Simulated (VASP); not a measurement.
Input of a VASP 6.6.1 run:

Contents of INCAR:

```
  ALGO = Fast
  EDIFF = 1E-6
  ENCUT = 520
  GGA = PE
  ISIF = 2
  ISMEAR = 0
  LASPH = T
  LCHARG = F
  LREAL = F
  LWAVE = F
  NBANDS = 19
  NELM = 80
  PREC = Accurate
  SIGMA = 0.15
```

KPOINTS

```
k-points
0
Gamma
  18 18 10
```

Contents of POSCAR:

```
Ti
1.0
    2.9499978604      0.0221249840      0.0000000000
   -1.4558381320      2.5437105962      0.0000000000
    0.0000000000      0.0000000000      4.6860000000
Ti
2
Direct
    0.3333333333      0.6666666667      0.2500000000
    0.6666666667      0.3333333333      0.7500000000
```

Potentials or basis: VASP PAW PBE potentials, release 64 (Ti_sv).

Command:

```console
$ cat potpaw_PBE.64/Ti_sv/POTCAR > POTCAR
$ mpirun -np 1 vasp_std > vasp.out
```

Question: Predict the pressure.

Answer: -2.2 GPa.

Question: Predict the band gap on the k mesh.

Answer: Zero (bands 12 and 13 overlap by 1.04 eV).

Forces in eV/Å, atoms in the order of the input:
```
Ti  -0.040  0.001  0.000
Ti   0.040 -0.001  0.000
```

Caveat: the cell differs from its parent crystal (strain +0.0150 x Voigt [0, 0, 0, 0, 0, 1]).
